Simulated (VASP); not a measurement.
**AlPtC4N4: single point with PBE**

AlPtC4N4:

```
Al Pt C N
1.0
     5.78053    0.00000    0.00000
     0.00000    5.78053    0.00000
     0.00000    0.00000    5.78053
Al Pt C N
1 1 4 4
Cartesian
  2.8903 2.8903 2.8903
  0.0000 0.0000 0.0000
  1.1464 1.1464 1.1464
  1.1464 4.6342 4.6342
  4.6342 1.1464 4.6342
  4.6342 4.6342 1.1464
  1.8279 1.8279 1.8279
  1.8279 3.9527 3.9527
  3.9527 1.8279 3.9527
  3.9527 3.9527 1.8279
```

```
Program                : VASP 6.6.1
Task                   : single point
Functional             : PBE
Potentials or basis    : VASP PAW PBE potentials, release 64 (Al, Pt, C, N)
Cutoff                 : 520 eV
k mesh                 : 4 × 4 × 4
Occupations            : gaussian, width 0.1 eV
Spin                   : collinear spin
Starting moments       : [0.0, 1.0, 0.0, 0.0, 0.0, 0.0, 0.0, 0.0, 0.0, 0.0] μB
Dipole correction      : no
Further INCAR settings : ALGO = Normal; EDIFF = 1e-06; NBANDS = 40
```

| Quantity | Value |
| --- | --- |
| Pressure | 0.2 GPa |
| Largest force | 0.287 eV/Å |
| Band gap on the k mesh | zero (filled and empty bands overlap) |
| Net moment | 0.99 μB per cell |
| Site moments | Al +0.00; Pt +0.50; C +0.02; N +0.04 μB |
| Valence electrons inside the program's atomic spheres | Al 0.76; Pt 9.73; C 2.53; N 3.97 |

Forces in eV/Å, atoms in the order of the input:
```
Al   0.000  0.000  0.000
Pt   0.000  0.000  0.000
C   -0.117 -0.117 -0.117
C   -0.117  0.117  0.117
C    0.117 -0.117  0.117
C    0.117  0.117 -0.117
N    0.166  0.166  0.166
N    0.166 -0.166 -0.166
N   -0.166  0.166 -0.166
N   -0.166 -0.166  0.166
```

Levels at points of the mesh, in eV from the Fermi level:
Spin up:
| k point | band 21 | band 22 | band 23 | band 24 | band 25 | band 26 | band 27 | band 28 | band 29 | band 30 |
| --- | --- | --- | --- | --- | --- | --- | --- | --- | --- | --- |
| (0.00, 0.00, 0.00) | -2.43 | -2.43 | -0.64 | -0.64 | -0.64 | 4.08 | 4.08 | 4.08 | 4.54 | 4.54 |
| (0.50, 0.00, 0.00) | -2.43 | -2.08 | -0.48 | -0.21 | -0.21 | 3.55 | 3.55 | 4.17 | 4.22 | 4.28 |
| (0.50, 0.50, 0.00) | -2.38 | -2.05 | -0.41 | -0.15 | -0.15 | 3.74 | 3.74 | 4.03 | 4.10 | 4.33 |
| (0.50, 0.50, 0.50) | -2.35 | -2.35 | -0.45 | -0.45 | -0.45 | 4.28 | 4.28 | 4.28 | 4.66 | 4.66 |
Spin down:
| k point | band 23 | band 24 | band 25 | band 26 | band 27 | band 28 |
| --- | --- | --- | --- | --- | --- | --- |
| (0.00, 0.00, 0.00) | -0.37 | -0.37 | -0.37 | 4.22 | 4.22 | 4.22 |
| (0.50, 0.00, 0.00) | -0.20 | 0.08 | 0.08 | 3.64 | 3.64 | 4.25 |
| (0.50, 0.50, 0.00) | -0.11 | 0.14 | 0.14 | 3.82 | 3.82 | 4.11 |
| (0.50, 0.50, 0.50) | -0.17 | -0.17 | -0.17 | 4.40 | 4.40 | 4.40 |

Run time: 110 s on 1 thread of Intel(R) Xeon(R) 6975P-C (Granite Rapids) (shared host), peak memory 0.46 GiB.

Caveat: spin-orbit coupling is left out, which moves the levels of the heavy elements.
